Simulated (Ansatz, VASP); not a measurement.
# Sb in VASP and in Ansatz

```
Sb
1.0
     2.76051    0.00000    0.00000
     0.00000    2.76051    0.00000
     0.00000    0.00000    4.14077
Sb
1
Cartesian
  0.0000 0.0000 0.0000
```

Alike in both runs: task single point; functional PBEsol; k mesh 16 × 16 × 16; occupations gaussian, width 0.15 eV; no spin polarisation.

|  | VASP | Ansatz |
| --- | --- | --- |
| version | VASP 6.6.1 | Ansatz 0.2.0 |
| potentials or method | VASP PAW PBE potentials, release 64 (Sb), cutoff 520 eV | scalar-relativistic, plane waves, PAW |
| valence electrons in the cell | 5 | 15 |

|  | VASP | Ansatz | Ansatz less VASP |
| --- | --- | --- | --- |
| gap on the k mesh at the Fermi level (eV) | none | none | - |
| pressure (GPa) | 9.7 | 9.4 | -0.36 |
| traceless stress, the component that is largest in VASP (GPa) | -13.80 | -13.42 | +0.378 |

VASP's potentials were made for PBE, not for PBEsol. A gap of «none» marks a metal or a gap that the smearing closes. VASP's potentials hold 5 valence electrons a cell and Ansatz's 15, so a difference there can come from the potentials and not from the codes.

Neither program's run includes spin-orbit coupling.
